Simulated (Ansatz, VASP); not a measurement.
## InSb5 in VASP and in Ansatz

The input INCAR:

```
SYSTEM = InSb5
ALGO = Normal ; EDIFF = 1E-6
EDIFFG = -0.04 ; ENCUT = 600
GGA = PE ; IBRION = 2
ISIF = 3 ; ISMEAR = 0
LASPH = .TRUE. ; LCHARG = .FALSE.
LREAL = .FALSE. ; LWAVE = .FALSE.
NELM = 80 ; NSW = 90
PREC = Accurate ; SIGMA = 0.1
```

File KPOINTS:

```
k-points
0
G
  6 6 1
  0 0 0
```

File POSCAR:

```
InSb5
1.0
    3.5324964100      0.0000000000      0.0000000000
    0.0000000000      3.5324964100      0.0000000000
    0.0000000000      0.0000000000     14.9635410400
In Sb
1 5
Direct
    0.5000000000      0.5000000000      0.0000000000
    0.5000000000      0.5000000000      0.3344822800
    0.5000000000      0.5000000000      0.6655177200
    0.0000000000      0.0000000000      0.1759868000
    0.0000000000      0.0000000000      0.8240132000
    0.0000000000      0.0000000000      0.5000000000
```

Input for Ansatz:

```yaml
crystal:
  lattice:
    - [3.53249641, 0.0, 0.0]
    - [0.0, 3.53249641, 0.0]
    - [0.0, 0.0, 14.96354104]
  atoms:
    - { symbol: In, position: [0.5, 0.5, 0.0] }
    - { symbol: Sb, position: [0.5, 0.5, 0.33448228] }
    - { symbol: Sb, position: [0.5, 0.5, 0.66551772] }
    - { symbol: Sb, position: [0.0, 0.0, 0.1759868] }
    - { symbol: Sb, position: [0.0, 0.0, 0.8240132] }
    - { symbol: Sb, position: [0.0, 0.0, 0.5] }
basis:
  ecutwfc: 420
kpoints:
  mp_grid: { grid: [6, 6, 1] }
hamiltonian:
  xc: pbe
scf:
  occupations: { method: gaussian, width: 0.1 }
  lower_state_search: "off"
output:
  forces: true
  stress: true
  eigenvalues: true
relax:
  adjacent_minimum: "off"
  f_tol: 0.04
  max_steps: 70
  cell: { stress_tol: 0.4 }
```

Change from the starting cell: species swapped into the Hf5Pb type (P4/mmm, No. 123).

Alike in both runs: task relaxation of cell and atoms; functional PBE; k mesh 6 × 6 × 1; occupations gaussian, width 0.1 eV; no spin polarisation.

|  | VASP | Ansatz |
| --- | --- | --- |
| version | VASP 6.6.1 | Ansatz 0.2.0 |
| potentials or method | VASP PAW PBE potentials, release 64 (In_d, Sb), cutoff 600 eV | scalar-relativistic, plane waves, PAW |
| valence electrons in the cell | 38 | 88 |

```tsv
	VASP	Ansatz	Ansatz less VASP
gap on the k mesh at the Fermi level, each at its own relaxed structure (eV)	none	none	-
relaxed volume (Å³/atom)	27.07	27.07	+0.007
relaxed length of the cell vector where the two differ most in proportion (Å)	14.209	14.181	-0.0275
```

A gap of «none» marks a metal or a gap that the smearing closes. VASP's potentials hold 38 valence electrons a cell and Ansatz's 88, so a difference there can come from the potentials and not from the codes.

The k mesh is coarse, so the values compare programs but aren't converged. Neither program's run includes spin-orbit coupling. Noted on VASP's run: too few bands were computed for a metal, which touches its energy and stress.
